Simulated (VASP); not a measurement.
**Si2W: single point with revPBE**

The system is Si2W.

```
Si W
1.0
    -1.60850    1.60850    3.92087
     1.60850   -1.60850    3.92087
     1.60850    1.60850   -3.92087
Si W
2 1
Direct
  0.33446 0.33446 0.00000
  0.66554 0.66554 0.00000
  0.00000 0.00000 0.00000
```

This cell differs from its parent crystal: volume scaled by 0.98.

```yaml
Program: VASP 6.6.1
Task: single point
Functional: revPBE
Potentials_or_basis: VASP PAW PBE potentials, release 64 (Si, W_sv)
Cutoff: 520 eV
k_mesh: 10 × 10 × 10
Occupations: gaussian, width 0.05 eV
Spin: no spin polarisation
```

| Property | Result |
| --- | --- |
| Pressure | 4.3 GPa |
| Largest force | 0.006 eV/Å |
| Band gap on the k mesh | zero (band 11 reaches 12.72 eV, above the bottom of band 12 at 11.40 eV) |

Forces in eV/Å, atoms in the order of the input:
```
Si   0.000  0.000 -0.006
Si   0.000  0.000  0.006
W    0.000  0.000  0.000
```

Stress tensor (GPa, compression positive):
```
4.33 0.00 0.00
0.00 4.33 0.00
0.00 0.00 4.14
```

Levels at points of the mesh, in eV from the Fermi level:
```tsv
k point	band 8	band 9	band 10	band 11	band 12	band 13	band 14	band 15
(0.00, 0.00, 0.00)	-3.29	-2.84	-2.84	0.62	2.73	2.89	3.07	3.07
(0.50, 0.00, 0.00)	-4.86	-2.78	-2.75	-0.44	2.72	2.77	3.93	4.42
(0.50, 0.50, 0.00)	-5.49	-5.02	-3.24	-1.77	2.77	2.99	3.13	3.88
(0.50, 0.50, 0.50)	-2.58	-0.85	-0.85	-0.49	-0.49	0.80	4.49	4.92
```

Run time: 110 s on 1 thread of Intel(R) Xeon(R) Platinum 8375C CPU @ 2.90GHz (Ice Lake), with other jobs on the host, peak memory 0.24 GiB.

Caveat: the PAW data sets were made with another functional, which shifts forces and pressure a little; spin-orbit coupling is left out, which moves the levels of the heavy elements.
